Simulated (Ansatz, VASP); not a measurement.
**NbTe: VASP beside Ansatz**

The input INCAR:

```
SYSTEM = NbTe
PREC = Accurate
ENCUT = 520
EDIFF = 1E-6
ISMEAR = -1
SIGMA = 0.05
LREAL = .False.
LASPH = .True.
NELM = 150
ALGO = Normal
ISIF = 2
LWAVE = .False.
LCHARG = .False.
LMAXMIX = 4
LDAU = .True.
LDAUTYPE = 2
LDAUL = -1 2
LDAUU = 0 6
LDAUJ = 0 0
LDAUPRINT = 1
GGA = PS
NBANDS = 16
```

KPOINTS

```
regular mesh
0
Gamma
  8 8 7
  0 0 0
```

The input POSCAR:

```
NbTe
1.0
    3.7029743866      0.0000000000      0.0000000000
   -1.8514871933      3.2068698884      0.0000000000
    0.0000000000      0.0000000000      3.6942110000
Te Nb
1 1
Direct
    0.6666666667      0.3333333333      0.0000000000
    0.0000000000      0.0000000000      0.5000000000
```

input.yaml

```yaml
crystal:
  lattice:
    - [3.7029743866, 0.0, 0.0]
    - [-1.8514871933, 3.2068698884, 0.0]
    - [0.0, 0.0, 3.694211]
  atoms:
    - { symbol: Te, position: [0.6666666667, 0.3333333333, 0.0] }
    - { symbol: Nb, position: [0.0, 0.0, 0.5] }
hamiltonian:
  xc: pbesol
  pseudopotentials: { kind: paw }
  hubbard: { sites: [{ species: Nb, l: d, u_eff: 6.0 }] }
kpoints:
  mp_grid: { grid: [8, 8, 7] }
scf:
  occupations: { method: fermi_dirac, width: 0.05 }
  n_extra_bands: 6
output:
  forces: true
  stress: true
  eigenvalues: true
  dos: { projected: true, de: 0.05, nscf_kmesh: { grid: [12, 12, 11] } }
```

Alike in both runs: functional PBEsol; k mesh 8 × 8 × 7; occupations fermi-dirac, width 0.05 eV; no spin polarisation; Hubbard terms Nb d U = 6.0 eV.

|  | VASP | Ansatz |
| --- | --- | --- |
| version | VASP 6.6.1 | Ansatz 0.2.0 |
| potentials or method | VASP PAW PBE potentials, release 64 (Te, Nb_sv) | Ansatz PAW |
| plane-wave cutoff (eV) | 520 | 420 |
| valence electrons in the cell | 19 | 29 |
| task | single point | projected density of states |

VASP gave:

```
gap on the k mesh at the Fermi level (eV)                     : none
pressure (GPa)                                                : -0.2
traceless stress, the component that is largest in VASP (GPa) : 1.76
```

Estimate Ansatz's values.

gap on the k mesh at the Fermi level (eV): none; pressure (GPa): -1.0; traceless stress, the component that is largest in VASP (GPa): -0.11.

VASP's potentials were made for PBE, not for PBEsol. The programs project onto different local orbitals, so the same U acts differently, and such runs can settle in different states. A gap of «none» marks a metal or a gap that the smearing closes. VASP's potentials hold 19 valence electrons a cell and Ansatz's 29, so a difference there can come from the potentials and not from the codes.

Neither program's run includes spin-orbit coupling.
